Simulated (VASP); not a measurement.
Write the native input for VASP 6.6.1 that does the following.

| Quantity | Value |
| --- | --- |
| Task | single point |
| Functional | PBE |
| Potentials or basis | VASP PAW PBE potentials, release 64 (K_sv, Li_sv) |
| Cutoff | 520 eV |
| k mesh | 6 × 6 × 4 |
| Occupations | gaussian, width 0.1 eV |
| Spin | no spin polarisation |
| Dipole correction | no |
| Further INCAR settings | ALGO = Normal; EDIFF = 1e-06; NBANDS = 18 |

The structure of KLi4 lies in POSCAR:

```
KLi4
1.0
    4.7076703800      0.0000000000      0.0000000000
   -2.3538351900      4.0769621400      0.0000000000
    0.0000000000      0.0000000000      4.4940646100
K Li
1 4
Direct
    0.0000000000      0.0000000000      0.5000000000
    0.3333333300      0.6666666700      0.7404374700
    0.3333333300      0.6666666700      0.2595625300
    0.6666666700      0.3333333300      0.2595625300
    0.6666666700      0.3333333300      0.7404374700
```

The cell was generated, and may not be a known phase.

The input as run:

INCAR

```
SYSTEM = KLi4
ALGO = Normal
EDIFF = 1E-6
ENCUT = 520
GGA = PE
ISIF = 2
ISMEAR = 0
LASPH = .TRUE.
LCHARG = .FALSE.
LREAL = .FALSE.
LWAVE = .FALSE.
NBANDS = 18
NELM = 100
PREC = Accurate
SIGMA = 0.1
```

KPOINTS

```
k-points
0
G
  6 6 4
  0 0 0
```

Potentials or basis: VASP PAW PBE potentials, release 64 (K_sv, Li_sv).

The run is started by

```bash
$ cat potpaw_PBE.64/K_sv/POTCAR potpaw_PBE.64/Li_sv/POTCAR > POTCAR
$ mpirun -np 1 vasp_std > vasp.out
```

Results of the run:

```json
{
  "Largest force": "1.030 eV/Å",
  "Band gap on the k mesh": "zero (an odd number of electrons rules out a gap without spin polarisation)"
}
```

Caveat: forces of over 1 eV/Å act on the atoms, so gaps and moduli don't describe the material at rest.

It took 16 s on 1 thread of AMD EPYC 9R45 96-Core Processor (Zen 5), with other jobs on the host, peak memory 0.18 GiB.
